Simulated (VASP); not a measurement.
## GaCo: single point with PBEsol+D4+U

GaCo:

```xyz
2
Lattice="2.7991 0.0000 0.0000 0.0000 2.7991 0.0000 0.0000 0.0000 2.7991" Properties=species:S:1:pos:R:3 pbc="T T T"
Ga    1.3996    1.3996    1.3996
Co    0.0000    0.0000    0.0000
```

```json
{
  "Program": "VASP 6.6.1",
  "Task": "single point",
  "Functional": "PBEsol",
  "Dispersion": "D4",
  "Potentials or basis": "VASP PAW PBE potentials, release 64 (Ga_d, Co)",
  "Cutoff": "520 eV",
  "k mesh": "9 × 9 × 9",
  "Occupations": "methfessel-paxton, width 0.05 eV",
  "Spin": "collinear spin, ferromagnetic start",
  "Starting moments": "[0.0, 1.91] μB",
  "Hubbard terms": "Co d U = 5.0 eV",
  "Dipole correction": "no",
  "Further INCAR settings": "ALGO = Normal; EDIFF = 1e-06; NBANDS = 22"
}
```

```yaml
Pressure: 5.0 GPa
Net_moment: 0.82 μB per cell
Site_moments: Ga -0.09; Co +0.97 μB
Valence_electrons_inside_the_program's_atomic_spheres: Ga 11.89; Co 8.67
Dispersion_energy_per_atom: -0.341 eV
```

Levels at points of the mesh, in eV from the Fermi level:
Spin up:
```csv
k point,band 9,band 10,band 11,band 12,band 13,band 14
"(0.00, 0.00, 0.00)",-1.81,-1.81,-1.81,6.02,6.02,6.02
```
Spin down:
| k point | band 8 | band 9 | band 10 | band 11 | band 12 | band 13 | band 14 | band 15 |
| --- | --- | --- | --- | --- | --- | --- | --- | --- |
| (0.00, 0.00, 0.00) | -1.15 | -1.15 | -0.99 | -0.99 | 5.92 | 5.92 | 5.92 | 12.61 |

Eigenvalues of the final occupation matrices:
```tsv
site	spin	trace	eigenvalues
site 2 d	1	4.39	0.86 0.86 0.86 0.90 0.90
site 2 d	2	3.38	0.41 0.41 0.85 0.85 0.85
```

It took 52 s on 1 thread of Intel Xeon 8259CL (shared host), peak memory 0.17 GiB.

Caveat: the cell stands under pressure; the PAW data sets were made with another functional, which shifts forces and pressure a little; the U is typed as a test and isn't derived for this compound. The state reached can hang on the start; a lower one may exist.
